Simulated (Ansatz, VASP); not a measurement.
**One calculation of MgS, two programs**

File INCAR:

```
SYSTEM = MgS
PREC     = Accurate       ! precision mode
ENCUT    = 600            ! plane-wave cutoff, eV
EDIFF    = 1E-6           ! SCF threshold, eV
ISMEAR   = 0              ! smearing method
SIGMA    = 0.01           ! smearing width, eV
LREAL    = .FALSE.        ! projectors in reciprocal space
LASPH    = .TRUE.         ! aspherical terms in the spheres
NELM     = 100            ! most SCF steps
ALGO     = Normal         ! electronic algorithm
ISIF     = 3              ! what is computed and relaxed
LWAVE    = .FALSE.        ! write WAVECAR
LCHARG   = .FALSE.        ! write CHGCAR
GGA      = B5             ! functional
ALDAX    = 1.0          
AGGAX    = 1.0          
AGGAC    = 1.0          
ALDAC    = 0.0          
IVDW     = 12             ! dispersion correction
VDW_S6   = 1.0          
VDW_S8   = 2.6996       
VDW_A1   = 0.4298       
VDW_A2   = 4.2359       
IBRION   = 2              ! ionic algorithm
NSW      = 80             ! ionic steps
EDIFFG   = -0.03          ! ionic threshold
```

File KPOINTS:

```
Automatic mesh
0
G
  6 6 6
  0 0 0
```

The input POSCAR:

```
MgS
1.0
    0.0000000000      2.8331200000      2.8331200000
    2.8331200000      0.0000000000      2.8331200000
    2.8331200000      2.8331200000      0.0000000000
Mg S
1 1
Direct
    0.0000000000      0.0000000000      0.0000000000
    0.7500000000      0.7500000000      0.7500000000
```

Input for Ansatz:

```yaml
crystal:
  lattice:
    - [0.0, 2.83312, 2.83312]
    - [2.83312, 0.0, 2.83312]
    - [2.83312, 2.83312, 0.0]
  atoms:
    - { symbol: Mg, position: [0.0, 0.0, 0.0] }
    - { symbol: S, position: [0.75, 0.75, 0.75] }
kpoints:
  mp_grid:
    grid: [6, 6, 6]
hamiltonian:
  xc: blyp
  dispersion: d3bj
scf:
  occupations:
    method: fixed
relax:
  f_tol: 0.03
  cell: {}
```

Alike in both runs: task relaxation of cell and atoms; functional BLYP; dispersion D3(BJ); k mesh 6 × 6 × 6; no spin polarisation.

|  | VASP | Ansatz |
| --- | --- | --- |
| version | VASP 6.6.1 | Ansatz 0.2.0 |
| potentials or method | VASP PAW PBE potentials, release 64 (Mg, S) | plane waves, PAW |
| plane-wave cutoff (eV) | 600 | 420 |
| occupations | gaussian, width 0.01 eV | fixed |
| valence electrons in the cell | 8 | 16 |

Ansatz gave:

* relaxed volume (Å³/atom): 21.77
* relaxed cell length with the largest relative difference (Å): 3.949

Which values does VASP return?

Relaxed volume (Å³/atom): 21.75; relaxed cell length with the largest relative difference (Å): 3.948.

VASP's potentials were made for PBE, not for BLYP. VASP's potentials hold 8 valence electrons a cell and Ansatz's 16, so a difference there can come from the potentials and not from the codes.
